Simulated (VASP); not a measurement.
CsBe3Ag: relaxation of cell and atoms with PBE

CsBe3Ag:

```xyz
5
Lattice="4.0367 0.0000 0.0000 0.0000 4.0367 0.0000 0.0000 0.0000 6.3439" Properties=species:S:1:pos:R:3 pbc="T T T"
Cs    0.0000    0.0000    0.0000
Be    0.0000    2.0183    3.1720
Be    2.0183    0.0000    3.1720
Be    2.0183    2.0183    3.1720
Ag    0.0000    0.0000    3.1720
```

The cell was built from a structure type or drawn by symmetry, and may not be a known phase.

```
Program                : VASP 6.6.1
Task                   : relaxation of cell and atoms
Functional             : PBE
Potentials or basis    : VASP PAW PBE potentials, release 64 (Cs_sv, Be, Ag)
Cutoff                 : 600 eV
k mesh                 : 4 × 4 × 4
Occupations            : gaussian, width 0.1 eV
Spin                   : no spin polarisation
Dipole correction      : no
Further INCAR settings : ALGO = Normal; EDIFF = 1e-06; IBRION = 2; EDIFFG = -0.04; NSW = 90; ISIF = 3
```

| Quantity | Value |
| --- | --- |
| Relaxed volume | 27.19 Å³/atom |
| Relaxed cell | a = 4.411 Å, b = 4.411 Å, c = 6.986 Å, α = 90.00°, β = 90.00°, γ = 90.00° |
| Space group after relaxing (to 0.1 Å) | P4/mmm (No. 123) |
| Energy gained by relaxing | 238.6 meV/atom |
| Ionic steps | 6 |
| Pressure after relaxing | 0.1 GPa |
| Band gap on the k mesh | zero (bands 13 and 14 overlap by 0.07 eV) |

Stress tensor (GPa, compression positive):
```
-0.03  0.00  0.00
 0.00 -0.03  0.00
 0.00  0.00  0.20
```

The path:
| step | energy change (eV) | largest force (eV/Å) | pressure (GPa) | volume (Å³) |
| --- | --- | --- | --- | --- |
| 1 | 0.0000 | 0.0000 | 14.86 | 103.37 |
| 2 | -1.0901 | 0.0000 | -0.72 | 134.62 |
| 3 | -1.1138 | 0.0000 | 0.76 | 129.17 |
| 4 | -1.1141 | 0.0000 | 0.59 | 129.72 |
| 5 | -1.1652 | 0.0000 | 0.30 | 132.36 |
| 6 | -1.1928 | 0.0000 | 0.05 | 135.96 |

Final structure:
```
Cs Be Ag
1.0
     4.41150    0.00000    0.00000
     0.00000    4.41150    0.00000
     0.00000    0.00000    6.98632
Cs Be Ag
1 3 1
Direct
  0.00000 0.00000 0.00000
  0.00000 0.50000 0.50000
  0.50000 0.00000 0.50000
  0.50000 0.50000 0.50000
  0.00000 0.00000 0.50000
```

Levels at points of the mesh, in eV from the Fermi level:
```csv
k point,band 11,band 12,band 13,band 14,band 15,band 16
"(0.00, 0.00, 0.00)",-2.00,-2.00,-1.73,0.05,1.45,1.70
"(0.50, 0.00, 0.00)",-4.76,-0.34,0.13,0.43,0.67,1.54
"(0.50, 0.50, 0.00)",-3.67,-3.66,-2.64,1.17,1.17,1.19
"(0.00, 0.00, 0.50)",-2.59,-2.04,-2.04,0.93,1.52,1.94
"(0.50, 0.00, 0.50)",-4.31,-0.63,-0.03,0.14,0.55,1.74
"(0.50, 0.50, 0.50)",-3.76,-3.18,-2.60,0.14,1.67,2.00
```

Run time: 69 s on 1 thread of Intel(R) Xeon(R) 6975P-C (Granite Rapids), with other jobs on the host, peak memory 0.26 GiB.

Caveat: the k points lie up to 0.36 Å⁻¹ apart in the final cell; the volume moved by over 15 % at a fixed basis, so the end points are rough; spin-orbit coupling is left out, which moves the levels of the heavy elements.
